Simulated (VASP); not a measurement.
Cr, 1 atom in the cell. The structure is cubic, space group Pm-3m (No. 221). The conventional cell has a = 2.173 Å, b = 2.173 Å, c = 2.173 Å, α = 90.00°, β = 90.00°, γ = 90.00°. Cr (site symmetry m-3m) has 6 Cr at 2.17 Å within 2.9 Å.  This cell differs from its parent crystal: volume scaled by 0.8.

* Program: VASP 6.6.1
* Task: single point
* Functional: PBE
* Potentials or basis: VASP PAW PBE potentials, release 64 (Cr_pv)
* Cutoff: 520 eV
* k mesh: 16 × 16 × 16
* Occupations: fermi-dirac, width 0.05 eV
* Spin: collinear spin, ferromagnetic start
* Starting moments: [2.0] μB
* Dipole correction: no
* Further INCAR settings: ALGO = Normal; EDIFF = 1e-06; NBANDS = 16

Potentials or basis: VASP PAW PBE potentials, release 64 (Cr_pv).

Command:

```console
$ cat potpaw_PBE.64/Cr_pv/POTCAR > POTCAR
$ mpirun -np 1 vasp_std > vasp.out
```

Hardware: 1 thread of AMD EPYC 9R45 (Zen 5) (shared host).

Problem. How long does it take, and how much memory?

Solution. Run time: 28 s on 1 thread of AMD EPYC 9R45 (Zen 5) (shared host), peak memory 0.11 GiB. Counts: scf iterations 11, k points 165.
